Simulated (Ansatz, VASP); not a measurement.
## CdSe: VASP beside Ansatz

```
CELL_PARAMETERS angstrom
0.00000 3.09715 3.09715
3.09715 0.00000 3.09715
3.09715 3.09715 0.00000
ATOMIC_POSITIONS crystal
Cd 0.00000 0.00000 0.00000
Se 0.75000 0.75000 0.75000
```

Alike in both runs: task single point; functional r2SCAN; k mesh 8 × 8 × 8; occupations gaussian, width 0.02 eV; no spin polarisation.

|  | VASP | Ansatz |
| --- | --- | --- |
| version | VASP 6.6.1 | Ansatz 0.2.0 |
| potentials or method | VASP PAW PBE potentials, release 64 (Cd, Se), cutoff 520 eV | scalar-relativistic, plane waves, PAW |
| valence electrons in the cell | 18 | 36 |

VASP gave:

| Quantity | Value |
| --- | --- |
| gap on the k mesh at the Fermi level (eV) | 0.96 |
| least direct gap on the mesh (eV) | 0.96 |
| pressure (GPa) | -1.2 |

What did Ansatz give for the same quantities?

gap on the k mesh at the Fermi level (eV): 0.97; least direct gap on the mesh (eV): 0.97; pressure (GPa): -1.4.

VASP's potentials were made for PBE, not for r2SCAN. VASP's potentials hold 18 valence electrons a cell and Ansatz's 36, so a difference there can come from the potentials and not from the codes.
